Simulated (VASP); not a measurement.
Set up this calculation in VASP 6.6.1, as the native input.

```yaml
Task: single point
Functional: PBE
Potentials_or_basis: VASP PAW PBE potentials, release 64 (W_sv)
Cutoff: 520 eV
k_mesh: 14 × 14 × 14
Occupations: fermi-dirac, width 0.05 eV
Spin: no spin polarisation
Dipole_correction: no
Further_INCAR_settings: ALGO = Normal; EDIFF = 1e-07; NBANDS = 13
```

The structure of W lies in POSCAR:

```
W
1.0
    0.0000000000      2.0300000000      2.0503000000
    2.0300000000      0.0000000000      2.0503000000
    2.0300000000      2.0300000000      0.0000000000
W
1
Direct
    0.0000000000      0.0000000000      0.0000000000
```

This cell differs from its parent crystal: zz strain of +1 %.

One way to write it, as run:

INCAR

```
PREC = Accurate
ENCUT = 520
EDIFF = 1E-7
ISMEAR = -1
SIGMA = 0.05
LREAL = False
LASPH = True
NELM = 60
ALGO = Normal
ISIF = 2
LWAVE = False
LCHARG = False
GGA = PE
NBANDS = 13
```

KPOINTS

```
regular mesh
0
Gamma
  14 14 14
```

Potentials or basis: VASP PAW PBE potentials, release 64 (W_sv).

Command:

```sh
$ cat potpaw_PBE.64/W_sv/POTCAR > POTCAR
$ mpirun -np 1 vasp_std > vasp.out
```

It gave:

The pressure is -6.9 GPa and the band gap on the k mesh is zero (band 7 reaches 13.05 eV, above the bottom of band 8 at 9.61 eV).

Caveat: the cell differs from its parent crystal (zz strain of +1 %); spin-orbit coupling is left out, which moves the levels of the heavy elements.

Run time: 16 s on 1 thread of Intel(R) Xeon(R) 6975P-C (Granite Rapids), with other jobs on the host, peak memory 0.18 GiB.
